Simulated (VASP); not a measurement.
Set up this calculation in VASP 6.6.1, as the native input.

```
Task                   : relaxation of cell and atoms
Functional             : PBE
Potentials or basis    : VASP PAW PBE potentials, release 64 (Te, W_sv, S)
Cutoff                 : 600 eV
k mesh                 : 10 × 10 × 6
Occupations            : gaussian, width 0.1 eV
Spin                   : no spin polarisation
Dipole correction      : no
Further INCAR settings : ALGO = Normal; EDIFF = 1e-06; IBRION = 2; EDIFFG = -0.01; NSW = 100; ISIF = 3
```

The structure of TeWS5 lies in POSCAR:

```
TeWS5
1.0
    4.1987761491      0.0000000000      0.0000000000
    0.0000000000      4.1987761491      0.0000000000
    0.0000000000      0.0000000000      7.4624127650
Te W S
1 1 5
Direct
    0.0000000000      0.0000000000      0.0000000000
    0.5000000000      0.5000000000      0.5000000000
    0.5000000000      0.5000000000      0.0000000000
    0.5000000000      0.0000000000      0.6743956482
    0.0000000000      0.5000000000      0.6743956482
    0.5000000000      0.0000000000      0.3256043518
    0.0000000000      0.5000000000      0.3256043518
```

The cell was generated, and may not be a known phase.

The input as run:

INCAR

```
PREC = Accurate ; ENCUT = 600
EDIFF = 1E-6 ; ISMEAR = 0
SIGMA = 0.1 ; LREAL = False
LASPH = True ; NELM = 100
ALGO = Normal ; ISIF = 3
LWAVE = False ; LCHARG = False
GGA = PE ; IBRION = 2
NSW = 100 ; EDIFFG = -0.01
```

KPOINTS

```
regular mesh
0
Gamma
  10 10 6
```

Potentials or basis: VASP PAW PBE potentials, release 64 (Te, W_sv, S).

The run is started by

```console
$ cat potpaw_PBE.64/Te/POTCAR potpaw_PBE.64/W_sv/POTCAR potpaw_PBE.64/S/POTCAR > POTCAR
$ mpirun -np 1 vasp_std > vasp.out
```

Results of the run:

- Relaxed volume: 17.72 Å³/atom
- Relaxed cell: a = 4.450 Å, b = 4.450 Å, c = 6.262 Å, α = 90.00°, β = 90.00°, γ = 90.00°
- Space group after relaxing (to 0.1 Å): P4/mmm (No. 123)
- Energy gained by relaxing: 36.9 meV/atom
- Ionic steps: 32
- Pressure after relaxing: 0.0 GPa
- Band gap on the k mesh: zero (bands 25 and 26 overlap by 1.16 eV)

Caveat: a cell axis changed by over 15 % at a fixed basis, so the end point is rough; spin-orbit coupling is left out, which moves the levels of the heavy elements.

Wall time 53 min on 1 thread of Intel(R) Xeon(R) 6975P-C (Granite Rapids) (shared host), peak memory 0.57 GiB.
